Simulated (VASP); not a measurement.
# As (P6/mmm) in VASP: notebook, part 3 of 3

VASP 6.6.1. The steps go on from the part before.

### Step 6. Single point, RPBE (volume scaled by 1.04)

INCAR reads:

```
PREC = Accurate
ENCUT = 520
EDIFF = 1E-6
ISMEAR = -1
SIGMA = 0.1
LREAL = F
LASPH = T
NELM = 60
ALGO = Normal
ISIF = 2
LWAVE = F
LCHARG = F
GGA = RP
NBANDS = 14
```

KPOINTS reads:

```
regular mesh
0
Gamma
  9 9 12
```

POSCAR reads:

```
As
1.0
    4.9477388944      0.0000000000      0.0000000000
   -2.4738694472      4.2848675738      0.0000000000
    0.0000000000      0.0000000000      2.8851112381
As
3
Direct
    0.0000000000      1.0000000000      0.0000000000
    0.3333333333      0.6666666667      0.5000000000
    0.6666666667      0.3333333333      0.5000000000
```

Potentials or basis: VASP PAW PBE potentials, release 64 (As).

Run with:

```
$ cat potpaw_PBE.64/As/POTCAR > POTCAR
$ mpirun -np 1 vasp_std > vasp.out
```

OUTCAR:

```text
PREC = Accurate
   ENCUT = 520
   EDIFF = 1E-6
   ISMEAR = -1
   LREAL = F
   LASPH = T
   NELM = 60
   ISIF = 2
   GGA = RP

 ion  position               nearest neighbor table
   1  0.000  0.000  0.000-
   2  0.333  0.667  0.500-   3 2.86   3 2.86   3 2.86
   3  0.667  0.333  0.500-   2 2.86   2 2.86   2 2.86

  LATTYP: Found a hexagonal cell.
 ALAT       =     4.9477388944
 C/A-ratio  =     0.5831171167

  Lattice vectors:

 A1 = (   4.9477388944,   0.0000000000,   0.0000000000)
 A2 = (  -2.4738694472,   4.2848675738,   0.0000000000)
 A3 = (   0.0000000000,   0.0000000000,   2.8851112381)

Analysis of symmetry for initial positions (statically):
=====================================================================
 Subroutine PRICEL returns:
 Original cell was already a primitive cell.

 Routine SETGRP: Setting up the symmetry group for a
 hexagonal supercell.

 Subroutine GETGRP returns: Found 24 space group operations
 (whereof 24 operations were pure point group operations)
 out of a pool of 24 trial point group operations.

[... 177 lines left out ...]
      5       1.5010      2.00000
      6       1.7844      2.00000
      7       1.7844      2.00000
      8       8.1348      0.00000
      9      10.9438      0.00000
     10      10.9438      0.00000
     11      11.7810      0.00000
     12      11.7895      0.00000
     13      12.8700      0.00000
     14      17.8051      0.00000
[... 377 lines left out ...]
      1      -6.2484      2.00000
      2      -6.2484      2.00000
      3      -6.1389      2.00000
      4       2.3458      2.00000
      5       2.7944      2.00000
      6       2.7944      2.00000
      7       8.0030      0.00000
      8       8.0030      0.00000
      9       9.0010      0.00000
     10       9.0531      0.00000
     11       9.4386      0.00000
     12       9.4386      0.00000
     13      13.8463      0.00000
     14      14.0277      0.00000

 [... further k-points ...]

------------------------ aborting loop because EDIFF is reached ----------------------------------------

  FORCE on cell =-STRESS in cart. coord.  units (eV):
  Direction    XX          YY          ZZ          XY          YZ          ZX
  --------------------------------------------------------------------------------------
  -------------------------------------------------------------------------------------
  Total       -1.0319875     -1.0319875     -0.8162624      0.0000000      0.0000000      0.0000000
  in kB      -27.0320076    -27.0320076    -21.3812779      0.0000000      0.0000000      0.0000000
  external PRESSURE =     -25.1484310 kB  Pullay stress =       0.0000000 kB

 VOLUME and BASIS-vectors are now :
 -----------------------------------------------------------------------------
  energy-cutoff  :      520.00
  volume of cell :       61.17
      direct lattice vectors                 reciprocal lattice vectors
     4.947738894  0.000000000  0.000000000     0.202112525  0.116689721  0.000000000
    -2.473869447  4.284867574  0.000000000     0.000000000  0.233379441  0.000000000
     0.000000000  0.000000000  2.885111238     0.000000000  0.000000000  0.346607086

 POSITION                                       TOTAL-FORCE (eV/Angst)
 -----------------------------------------------------------------------------------
      0.00000      0.00000      0.00000        -0.000000      0.000000      0.000000
     -0.00000      2.85658      1.44256        -0.000000      0.000000     -0.000000
      2.47387      1.42829      1.44256         0.000000      0.000000      0.000000
 -----------------------------------------------------------------------------------
    total drift:                                0.000000     -0.000000      0.000000

  FREE ENERGIE OF THE ION-ELECTRON SYSTEM (eV)
  ---------------------------------------------------
  free  energy   TOTEN  =       -11.5076130652 eV

  energy  without entropy=      -11.4524553851  energy(sigma->0) =      -11.48003423
```

OSZICAR:

```text
N       E                     dE             d eps       ncg     rms          rms(c)
DAV:   1     0.416477744644E+02    0.41648E+02   -0.59406E+03  2352   0.882E+02
DAV:   2    -0.906121858068E+01   -0.50709E+02   -0.47172E+02  3172   0.132E+02
DAV:   3    -0.115092251002E+02   -0.24480E+01   -0.24233E+01  2676   0.287E+01
DAV:   4    -0.115215532637E+02   -0.12328E-01   -0.12323E-01  2940   0.236E+00
DAV:   5    -0.115215837732E+02   -0.30509E-04   -0.30509E-04  2808   0.128E-01    0.306E+00
DAV:   6    -0.115114653838E+02    0.10118E-01   -0.93336E-03  2754   0.534E-01    0.177E+00
DAV:   7    -0.115074783341E+02    0.39870E-02   -0.17994E-02  2550   0.744E-01    0.943E-02
DAV:   8    -0.115076024989E+02   -0.12416E-03   -0.27286E-04  3024   0.115E-01    0.308E-02
DAV:   9    -0.115076135993E+02   -0.11100E-04   -0.15339E-05  2808   0.304E-02    0.442E-03
DAV:  10    -0.115076130652E+02    0.53410E-06   -0.41521E-07  2064   0.417E-03
   1 F= -.11507613E+02 E0= -.11480034E+02  d E =-.551577E-01
```

Wall time 19 s (1 thread of Intel Xeon 6975P-C (Granite Rapids), shared host); peak memory 0.21 GiB.

What came out:

| Item | Value |
| --- | --- |
| Free energy | -11.5076 eV |
| Pressure | -2.5 GPa |

Levels at points of the mesh, in eV from the Fermi level:
```tsv
k point	band 6	band 7	band 8	band 9	band 10	band 11
(0.00, 0.00, 0.00)	-4.01	-4.01	2.34	5.15	5.15	5.99
(0.00, 0.00, 0.50)	-2.34	-2.10	-2.10	-0.39	-0.39	0.74
```

Caveat: the PAW data sets were made with another functional, which shifts forces and pressure a little.

### Step 7. Summary

```tsv
cell	gap on the mesh (eV)	pressure (GPa)
a = 4.680, b = 4.680, c = 2.729 Å, angles 90.0, 90.0, 120.0°, 3 atoms	none	13.1
a = 4.750, b = 4.750, c = 2.770 Å, angles 90.0, 90.0, 120.0°, 3 atoms	none	7.8
a = 4.817, b = 4.817, c = 2.809 Å, angles 90.0, 90.0, 120.0°, 3 atoms	none	3.6
a = 4.883, b = 4.883, c = 2.848 Å, angles 90.0, 90.0, 120.0°, 3 atoms	none	0.2
a = 4.948, b = 4.948, c = 2.885 Å, angles 90.0, 90.0, 120.0°, 3 atoms	none	-2.5
```

Alike in all rows: task single point; level RPBE; potentials or basis VASP PAW PBE potentials, release 64 (As); no spin polarisation; k mesh 9 × 9 × 12; cutoff (eV) 520; smearing fermi-dirac 0.1 eV.

Caveats: the PAW data sets were made with another functional, which shifts forces and pressure a little.

Absolute energies hang on the potentials; compare differences alone.
